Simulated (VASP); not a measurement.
Runs of VASP 6.6.1 on AlGeIr3. The structure is that of space group P6/mmm (No. 191), or close to it. The cells are those of the table. The cell was generated, and may not be a known phase.

| task | spin | cell | cutoff (eV) | gap on the mesh (eV) | pressure (GPa) |
| --- | --- | --- | --- | --- | --- |
| single point | off | a = 4.507, b = 4.507, c = 4.423 Å, angles 90.0, 90.0, 120.0°, 5 atoms | 520 | none | 119.8 |
| single point | off | a = 5.148, b = 5.148, c = 5.050 Å, angles 90.0, 90.0, 120.0°, 5 atoms | 520 | none | (a) |
| single point | collinear | a = 5.148, b = 5.148, c = 5.050 Å, angles 90.0, 90.0, 120.0°, 5 atoms | 520 | none | 0.1 |
| relaxation of cell and atoms | off | relaxed from a = 4.507, b = 4.507, c = 4.423 Å, angles 90.0, 90.0, 120.0°, 5 atoms | 600 | none | 0.1 |

Alike in all rows: level PBE; potentials or basis VASP PAW PBE potentials, release 64 (Al, Ge_d, Ir); k mesh 6 × 6 × 4; smearing gaussian 0.1 eV.

Question: Estimate the missing entries.

Answer: (a) 0.0.

Caveats: spin-orbit coupling is left out, which moves the levels of the heavy elements; the stress differs along the axes, from 28 to 166 GPa (at least some runs).

A k mesh can miss the band edges, and the runs leave out spin-orbit coupling on Ge, Ir.

A gap of «none» marks levels without a gap at the run's occupations.
